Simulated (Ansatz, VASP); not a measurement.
**One calculation of C, two programs**

INCAR

```
ALGO = Normal
EDIFF = 1E-7
ENCUT = 520
GGA = PE
ISIF = 2
ISMEAR = 0
ISPIN = 2
LASPH = T
LCHARG = F
LORBIT = 11
LREAL = F
LWAVE = F
MAGMOM = 1 1 1 1 1 1 1 1
NBANDS = 30
NELM = 150
PREC = Accurate
SIGMA = 0.1
```

KPOINTS

```
k-points
0
Gamma
  4 8 4
```

POSCAR

```
C
1.0
    3.8478814600      0.0000000000      0.0000000000
    0.0000000000      2.1313070800      0.0000000000
    0.0000000000      0.0000000000      4.2870968500
C
8
Direct
    0.3808429800      0.2315920000      0.1153740000
    0.8808429800      0.7684080000      0.3846260000
    0.6191570200      0.2315920000      0.3846260000
    0.1191570200      0.2315920000      0.6153740000
    0.1191570200      0.7684080000      0.1153740000
    0.8808429800      0.2315920000      0.8846260000
    0.3808429800      0.7684080000      0.6153740000
    0.6191570200      0.7684080000      0.8846260000
```

Input for Ansatz:

```yaml
crystal:
  lattice:
    - [3.84788146, 0.0, 0.0]
    - [0.0, 2.13130708, 0.0]
    - [0.0, 0.0, 4.28709685]
  atoms:
    - { symbol: C, position: [0.38084298, 0.231592, 0.115374], spin: 1.0 }
    - { symbol: C, position: [0.88084298, 0.768408, 0.384626], spin: 1.0 }
    - { symbol: C, position: [0.61915702, 0.231592, 0.384626], spin: 1.0 }
    - { symbol: C, position: [0.11915702, 0.231592, 0.615374], spin: 1.0 }
    - { symbol: C, position: [0.11915702, 0.768408, 0.115374], spin: 1.0 }
    - { symbol: C, position: [0.88084298, 0.231592, 0.884626], spin: 1.0 }
    - { symbol: C, position: [0.38084298, 0.768408, 0.615374], spin: 1.0 }
    - { symbol: C, position: [0.61915702, 0.768408, 0.884626], spin: 1.0 }
basis:
  ecutwfc: 420
kpoints:
  mp_grid: { grid: [4, 8, 4] }
hamiltonian:
  xc: pbe
scf:
  occupations: { method: gaussian, width: 0.1 }
  lower_state_search: "off"
output:
  forces: true
  stress: true
  eigenvalues: true
  populations: true
magnetization:
  spin_polarized: true
```

Alike in both runs: task single point; functional PBE; k mesh 4 × 8 × 4; occupations gaussian, width 0.1 eV; collinear spin.

```csv
,VASP,Ansatz
version,VASP 6.6.1,Ansatz 0.2.0
potentials or method,"VASP PAW PBE potentials, release 64 (C), cutoff 520 eV","scalar-relativistic, plane waves, PAW"
valence electrons in the cell,32,32
```

|  | VASP | Ansatz | Ansatz less VASP |
| --- | --- | --- | --- |
| gap on the k mesh at the Fermi level (eV) | none | none | - |
| rms of the force components (eV/Å) | 1.683 | 1.672 | -0.0105 |
| net moment per atom (μB) | 0.00 | 0.00 | 0.000 |

Atom by atom the forces differ by 0.026 eV/Å (rms over components). A gap of «none» marks a metal or a gap that the smearing closes. With one functional, cell and mesh, what is left measures potentials, basis and numerics. Ansatz's warnings: seeded moment not kept.

The k mesh is coarse, so the values compare programs but aren't converged.
